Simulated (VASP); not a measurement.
A run of VASP 6.6.1 is set up as follows.

INCAR

```
PREC = Accurate
ENCUT = 500
EDIFF = 1E-7
ISMEAR = 0
SIGMA = 0.01
LREAL = False
LASPH = True
NELM = 120
ALGO = Normal
ISIF = 3
LWAVE = False
LCHARG = False
GGA = PS
IBRION = 2
NSW = 100
EDIFFG = -0.002
PSTRESS = 100.0
GGA_COMPAT = False
NELMIN = 4
```

The input KPOINTS:

```
regular mesh
0
Gamma
  8 8 8
```

POSCAR

```
AgI
1.0
    0.0000000000      3.2250374338      3.2250374338
    3.2250374338      0.0000000000      3.2250374338
    3.2250374338      3.2250374338      0.0000000000
Ag I
1 1
Direct
    0.0000000000      0.0000000000      0.0000000000
    0.7500000000      0.7500000000      0.7500000000
```

Potentials or basis: VASP PAW PBE potentials, release 64 (Ag, I).

Run with:

```sh
$ cat potpaw_PBE.64/Ag/POTCAR potpaw_PBE.64/I/POTCAR > POTCAR
$ mpirun -np 1 vasp_std > vasp.out
```

(1) Estimate the space group after relaxing (to 0.05 Å).

(2) What does it give for the relaxed volume?

(3) Predict the band gap on the k mesh.

## Answers

(1) F-43m (No. 216).

(2) 27.99 Å³/atom.

(3) 1.21 eV, direct.

Caveat: the cell is relaxed towards a set pressure, so the enthalpy falls and the energy may rise; the volume moved by over 15 % at a fixed basis, so the end points are rough; the PAW data sets were made with another functional, which shifts forces and pressure a little; spin-orbit coupling is left out, which moves the levels of the heavy elements.
